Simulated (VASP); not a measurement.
# TiC (rocksalt type) (Fm-3m) in VASP: notebook

Runs on TiC (rocksalt type). Level: LDA. Tasks: single point.

Everything below comes from runs of VASP 6.6.1. Logs are shortened: lines on timing, memory, paths and dates and some standing lists are left out, and cuts for length are marked.

**1. The cell of the first run**

Symmetry: Fm-3m, No. 225, cubic system. The conventional cell has a = 4.261 Å, b = 4.261 Å, c = 4.261 Å, α = 90.00°, β = 90.00°, γ = 90.00°. Within 2.8 Å of Ti (site symmetry m-3m) lie 6 C at 2.13 Å. Within 2.8 Å of C (site symmetry m-3m) lie 6 Ti at 2.13 Å.

**2. Single point, LDA**

Contents of INCAR:

```
  ALGO = Normal
  EDIFF = 1E-6
  ENCUT = 600
  GGA = CA
  GGA_COMPAT = F
  ISIF = 2
  ISMEAR = -1
  LASPH = T
  LCHARG = F
  LREAL = F
  LWAVE = F
  NBANDS = 15
  NELM = 120
  PREC = Accurate
  SIGMA = 0.08
```

Contents of KPOINTS:

```
k-points
0
Gamma
  17 17 17
```

Contents of POSCAR:

```
TiC
1.0
    0.0000000000      2.1304494316      2.1304494316
    2.1304494316      0.0000000000      2.1304494316
    2.1304494316      2.1304494316      0.0000000000
Ti C
1 1
Direct
    0.0000000000      0.0000000000      0.0000000000
    0.5000000000      0.5000000000      0.5000000000
```

Potentials or basis: VASP PAW LDA potentials, release 64 (Ti_sv, C).

On the command line:

```sh
$ cat potpaw_LDA.64/Ti_sv/POTCAR potpaw_LDA.64/C/POTCAR > POTCAR
$ mpirun -np 1 vasp_std > vasp.out
```

OUTCAR:

```text
EDIFF = 1E-6
   ENCUT = 600
   GGA = CA
   ISIF = 2
   ISMEAR = -1
   LASPH = T
   LREAL = F
   NELM = 120
   PREC = Accurate

 ion  position               nearest neighbor table
   1  0.000  0.000  0.000-   2 2.13   2 2.13   2 2.13   2 2.13   2 2.13   2 2.13
   2  0.500  0.500  0.500-   1 2.13   1 2.13   1 2.13   1 2.13   1 2.13   1 2.13

  LATTYP: Found a face centered cubic cell.
 ALAT       =     4.2608988632

  Lattice vectors:

 A1 = (   0.0000000000,   2.1304494316,   2.1304494316)
 A2 = (   2.1304494316,   0.0000000000,   2.1304494316)
 A3 = (   2.1304494316,   2.1304494316,   0.0000000000)

Analysis of symmetry for initial positions (statically):
=====================================================================
 Subroutine PRICEL returns:
 Original cell was already a primitive cell.

 Routine SETGRP: Setting up the symmetry group for a
 face centered cubic supercell.

 Subroutine GETGRP returns: Found 48 space group operations
 (whereof 48 operations were pure point group operations)
 out of a pool of 48 trial point group operations.

The static configuration has the point symmetry O_h .

Analysis of symmetry for dynamics (positions and initial velocities):
=====================================================================
 Subroutine PRICEL returns:
 Original cell was already a primitive cell.

 Routine SETGRP: Setting up the symmetry group for a
 face centered cubic supercell.

 Subroutine GETGRP returns: Found 48 space group operations
 (whereof 48 operations were pure point group operations)
 out of a pool of 48 trial point group operations.

The dynamic configuration has the point symmetry O_h .

 Subroutine INISYM returns: Found 48 space group operations
 (whereof 48 operations are pure point group operations),
 and found     1 'primitive' translations

----------------------------------------------------------------------------------------

                                     Primitive cell

  volume of cell :      19.3394

  direct lattice vectors                    reciprocal lattice vectors
     0.000000000  2.130449432  2.130449432    -0.234692264  0.234692264  0.234692264
     2.130449432  0.000000000  2.130449432     0.234692264 -0.234692264  0.234692264
     2.130449432  2.130449432  0.000000000     0.234692264  0.234692264 -0.234692264

  length of vectors
     3.012910480  3.012910480  3.012910480     0.406498925  0.406498925  0.406498925

  position of ions in fractional coordinates (direct lattice)
     0.000000000  0.000000000  0.000000000
     0.500000000  0.500000000  0.500000000

  ion indices of the primitive-cell ions
   primitive index   ion index
                 1           1
                 2           2

----------------------------------------------------------------------------------------

 KPOINTS: k-points

Automatic generation of k-mesh.
 Grid dimensions read from file:
 generate k-points for:   17   17   17

 Generating k-lattice:

  Cartesian coordinates                     Fractional coordinates (reciprocal lattice)
    -0.013805427  0.013805427  0.013805427     0.058823529  0.000000000  0.000000000
     0.013805427 -0.013805427  0.013805427     0.000000000  0.058823529  0.000000000
     0.013805427  0.013805427 -0.013805427     0.000000000  0.000000000  0.058823529

  Length of vectors
     0.023911701  0.023911701  0.023911701

  Shift w.r.t. Gamma in fractional coordinates (k-lattice)
     0.000000000  0.000000000  0.000000000

 Subroutine IBZKPT returns following result:
 ===========================================

 Found    165 irreducible k-points:

 Following reciprocal coordinates:
            Coordinates               Weight
  0.000000  0.000000  0.000000      1.000000
  0.058824  0.000000  0.000000      8.000000
  0.117647  0.000000  0.000000      8.000000
  0.176471  0.000000  0.000000      8.000000
  0.235294  0.000000  0.000000      8.000000
  0.294118  0.000000  0.000000      8.000000
[... 16 lines left out ...]
 -0.176471  0.058824  0.000000     24.000000
 -0.117647  0.058824  0.000000     24.000000
 [... further k-points ...]
   k-points           NKPTS =    165   k-points in BZ     NKDIM =    165   number of bands    NBANDS=     15
   number of dos      NEDOS =    301   number of ions     NIONS =      2
   total plane-waves  NPLWV =  13824
   dimension x,y,z NGX =    24 NGY =   24 NGZ =   24
   dimension x,y,z NGXF=    48 NGYF=   48 NGZF=   48
   ions per type =               1   1
   NGX,Y,Z   is equivalent  to a cutoff of  13.24, 13.24, 13.24 a.u.
   NGXF,Y,Z  is equivalent  to a cutoff of  26.49, 26.49, 26.49 a.u.
 SYSTEM =  unknown system
   PREC   = accura    normal or accurate (medium, high low for compatibility)
   ISTART =      0    job   : 0-new  1-cont  2-samecut
   ICHARG =      2    charge: 1-file 2-atom 10-const
   ISPIN  =      1    spin polarized calculation?
   LNONCOLLINEAR =      F non collinear calculations
   LSORBIT =      F    spin-orbit coupling
   LASPH  =      T    aspherical Exc in radial PAW
   ENCUT  =  600.0 eV  44.10 Ry    6.64 a.u.   6.02  6.02  6.02*2*pi/ulx,y,z
   NELM   =    120;   NELMIN=  2; NELMDL= -5     # of ELM steps
   EDIFF  = 0.1E-05   stopping-criterion for ELM
   LREAL  =      F    real-space projection
   EDIFFG = 0.1E-04   stopping-criterion for IOM
   NSW    =      0    number of steps for IOM
   IBRION =     -1    ionic relax: 0-MD 1-quasi-New 2-CG
   NFREE  =      0    steps in history (QN), initial steepest desc. (CG)
   ISIF   =      2    stress and relaxation
   ISYM   =      2    0-nonsym 1-usesym 2-fastsym
   POTIM  = 0.5000    time-step for ionic-motion
   TEBEG  =    0.0;   TEEND  =   0.0 temperature during run
   PSTRESS=    0.0 pullay stress
   NELECT =      16.0000    total number of electrons
   NUPDOWN=      -1.0000    fix difference up-down
   EMIN   =  10.00;   EMAX   =-10.00  energy-range for DOS
   EFERMI =   0.00;   METHOD = LEGACY
   ISMEAR =    -1;   SIGMA  =   0.08  broadening in eV -4-tet -1-fermi 0-gaus
   EFERMI_NEDOS =   21; number of points for ismear=-14 and -15
   IALGO  =     38    algorithm
   IMIX   =      4    mixing-type and parameters
     AMIX     =   0.40;   BMIX     =  1.00
     AMIX_MAG =   1.60;   BMIX_MAG =  1.00
  volume/ion in A,a.u.               =       9.67        65.25
  Fermi-wavevector in a.u.,A,eV,Ry     =   1.536857  2.904240 32.136021  2.361931
  Thomas-Fermi vector in A             =   2.643448
   LORBIT       =      0    0 simple, 1 ext, 2 COOP (PROOUT), +10 PAW based schemes
   GGA     = CA    functional components
   LHFCALC =     F    Hartree Fock is set to
   AEXX    =    0.0000 exact exchange contribution
   IVDW    =     0    specifies the selected vdW correction
   LEPSILON=     F    determine dielectric tensor
   LRPA    =     F    only Hartree local field effects (RPA)
 non-spin polarized calculation
  energy-cutoff  :      600.00
  volume of cell :       19.34
 maximum number of plane-waves:       657
   NGX = 13   NGY = 13   NGZ = 13

 number of electron      16.0000003 magnetization

 Free energy of the ion-electron system (eV)
  ---------------------------------------------------
  ext. energy  EPLUGINS =         0.00000000
  ---------------------------------------------------
  free energy    TOTEN  =       -20.54256008 eV

  energy without entropy =      -20.53601697  energy(sigma->0) =      -20.53928853

 E-fermi :   9.8176     XC(G=0): -13.2315

 val. band max:        9.8059159454   @ k =   0.4118   0.3529   0.0000
 cond. band min:       9.8255735442   @ k =   0.1176   0.1176   0.0000
 fundamental gap:      0.0196575989
 Fermi energy:         9.8176306339

 k-point     1 :       0.0000    0.0000    0.0000
  band No.  band energies     occupation
      1     -45.9130      2.00000
      2     -22.2895      2.00000
      3     -22.2895      2.00000
      4     -22.2895      2.00000
      5      -2.6068      2.00000
      6      10.4731      0.00055
      7      10.4731      0.00055
      8      10.4731      0.00055
      9      11.5776      0.00000
     10      11.5776      0.00000
     11      11.5776      0.00000
     12      11.6444      0.00000
     13      11.6444      0.00000
     14      21.1740      0.00000
     15      24.0720      0.00000

 k-point     2 :       0.0588    0.0000    0.0000
  band No.  band energies     occupation
      1     -45.9097      2.00000
      2     -22.3112      2.00000
      3     -22.2914      2.00000
      4     -22.2914      2.00000
      5      -2.5226      2.00000
      6      10.0712      0.08067
      7      10.3178      0.00385
      8      10.3178      0.00385
      9      10.8927      0.00000
     10      10.8927      0.00000
     11      11.8035      0.00000
     12      12.6080      0.00000
     13      12.6080      0.00000
     14      21.3055      0.00000
     15      24.1301      0.00000

 k-point     3 :       0.1176    0.0000    0.0000
  band No.  band energies     occupation
      1     -45.9004      2.00000
      2     -22.3733      2.00000
      3     -22.2971      2.00000
      4     -22.2971      2.00000
      5      -2.2752      2.00000
      6       9.2547      1.99824
      7       9.6058      1.86774
      8       9.6058      1.86774
      9      10.9101      0.00000
     10      10.9101      0.00000
     11      12.1406      0.00000
     12      13.6626      0.00000
     13      13.6626      0.00000
     14      21.6289      0.00000
     15      24.2271      0.00000
[... 343 lines left out ...]
 k-point    23 :      -0.1765    0.0588    0.0000
  band No.  band energies     occupation
      1     -45.8784      2.00000
      2     -22.5061      2.00000
      3     -22.3308      2.00000
      4     -22.3012      2.00000
      5      -1.6557      2.00000
      6       7.8468      2.00000
      7       8.4096      2.00000
      8       8.6635      2.00000
      9      11.0774      0.00000
     10      11.6076      0.00000
     11      12.6980      0.00000
     12      14.5071      0.00000
     13      15.6594      0.00000
     14      22.0045      0.00000
     15      24.3245      0.00000

 k-point    24 :      -0.1176    0.0588    0.0000
  band No.  band energies     occupation
      1     -45.8935      2.00000
      2     -22.4099      2.00000
      3     -22.3174      2.00000
      4     -22.2940      2.00000
      5      -2.0902      2.00000
      6       8.8094      1.99999
      7       9.1060      1.99973
      8       9.2718      1.99782
      9      10.7717      0.00001
     10      11.3697      0.00000
     11      12.4413      0.00000
     12      13.5379      0.00000
     13      14.6276      0.00000
     14      21.8489      0.00000
     15      24.2613      0.00000

 [... further k-points ...]
[... 5 lines left out ...]
  --------------------------------------------------------------------------------------
  -------------------------------------------------------------------------------------
  Total        0.0706229      0.0706229      0.0706229      0.0000000      0.0000000      0.0000000
  in kB        5.8507602      5.8507602      5.8507602      0.0000000      0.0000000      0.0000000
  external PRESSURE =       5.8507602 kB  Pullay stress =       0.0000000 kB

 VOLUME and BASIS-vectors are now :
 -----------------------------------------------------------------------------
  energy-cutoff  :      600.00
  volume of cell :       19.34
      direct lattice vectors                 reciprocal lattice vectors
     0.000000000  2.130449432  2.130449432    -0.234692264  0.234692264  0.234692264
     2.130449432  0.000000000  2.130449432     0.234692264 -0.234692264  0.234692264
     2.130449432  2.130449432  0.000000000     0.234692264  0.234692264 -0.234692264

 POSITION                                       TOTAL-FORCE (eV/Angst)
 -----------------------------------------------------------------------------------
      0.00000      0.00000      0.00000        -0.000000     -0.000000     -0.000000
      2.13045      2.13045      2.13045         0.000000      0.000000      0.000000
 -----------------------------------------------------------------------------------
    total drift:                                0.000000     -0.000000     -0.000000

  FREE ENERGIE OF THE ION-ELECTRON SYSTEM (eV)
  ---------------------------------------------------
  free  energy   TOTEN  =       -20.5425600794 eV

  energy  without entropy=      -20.5360169739  energy(sigma->0) =      -20.53928853
```

Run time: 16 s. Hardware: 1 thread of Intel Xeon 6975P-C (Granite Rapids), shared host; peak memory 0.17 GiB.

Results:

| Property | Result |
| --- | --- |
| Free energy | -20.5426 eV |
| Pressure | 0.6 GPa |
| Band gap on the k mesh | zero (band 8 reaches 10.47 eV, above the bottom of band 9 at 9.42 eV) |

**3. Single point, LDA (volume scaled by 1, core large)**

Contents of INCAR:

```
SYSTEM = TiC
PREC = Accurate ; ENCUT = 600
EDIFF = 1E-6 ; ISMEAR = -1
SIGMA = 0.08 ; LREAL = .FALSE.
LASPH = .TRUE. ; NELM = 120
ALGO = Normal ; ISIF = 2
LWAVE = .FALSE. ; LCHARG = .TRUE.
GGA = CA ; LELF = .TRUE.
LVHAR = .TRUE. ; NBANDS = 15
GGA_COMPAT = .FALSE.
```

Contents of KPOINTS:

```
regular mesh
0
G
  17 17 17
  0 0 0
```

POSCAR is that of step 2.

Potentials or basis: VASP PAW LDA potentials, release 64 (Ti_sv, C).

On the command line:

```sh
$ cat potpaw_LDA.64/Ti_sv/POTCAR potpaw_LDA.64/C/POTCAR > POTCAR
$ mpirun -np 1 vasp_std > vasp.out
```

It took 16 s on 1 thread of Intel Xeon 6975P-C (Granite Rapids), shared host; peak memory 0.17 GiB.

Results (log left out):

```yaml
Free_energy: -20.5426 eV
Pressure: 0.6 GPa
Band_gap_on_the_k_mesh: zero (band 8 reaches 10.47 eV, above the bottom of band 9 at 9.42 eV)
```

Levels at points of the mesh, in eV from the Fermi level:
```tsv
k point	band 4	band 5	band 6	band 7	band 8	band 9	band 10	band 11	band 12	band 13
(0.00, 0.00, 0.00)	-32.11	-12.42	0.66	0.66	0.66	1.76	1.76	1.76	1.83	1.83
```
